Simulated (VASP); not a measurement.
Input of a VASP 6.6.1 run:

INCAR

```
PREC = Accurate ; ENCUT = 910
EDIFF = 1E-6 ; ISMEAR = 0
SIGMA = 0.05 ; LREAL = False
LASPH = True ; NELM = 120
ALGO = Normal ; ISIF = 2
LWAVE = False ; LCHARG = False
NBANDS = 11 ; GGA_COMPAT = False
```

The input KPOINTS:

```
Automatic mesh
0
Gamma
  12 12 12
```

POSCAR

```
C
1.0
    0.0000000000      1.9291038415      1.7039681529
    1.6642383255      0.0000000000      1.7039681529
    1.6642383255      1.9291038415      0.0000000000
C
2
Direct
    0.5000000000      0.5000000000      0.5000000000
    0.7500000000      0.7500000000      0.7500000000
```

Potentials or basis: VASP PAW LDA potentials, release 64 (C_h).

The run is started by

```console
$ cat potpaw_LDA.64/C_h/POTCAR > POTCAR
$ mpirun -np 1 vasp_std > vasp.out
```

Task: What does it give for the band gap on the k mesh?

Result: 2.05 eV, indirect (least direct gap 4.19 eV).

Task: What does it give for the pressure?

Result: 4.3 GPa.

Stress tensor (GPa, compression positive):
```
 61.56   0.00   0.00
  0.00 -94.06   0.00
  0.00   0.00  45.31
```

Caveat: the cell differs from its parent crystal (strain +e along x and -e along y -0.0750, strain +e along z and -e/2 along x and y -0.0350); the cutoff is under 1.25 times the usual one of these potentials, so pressure, stress and relaxed cells hold a basis-set (Pulay) error. A k mesh can miss the band edges.
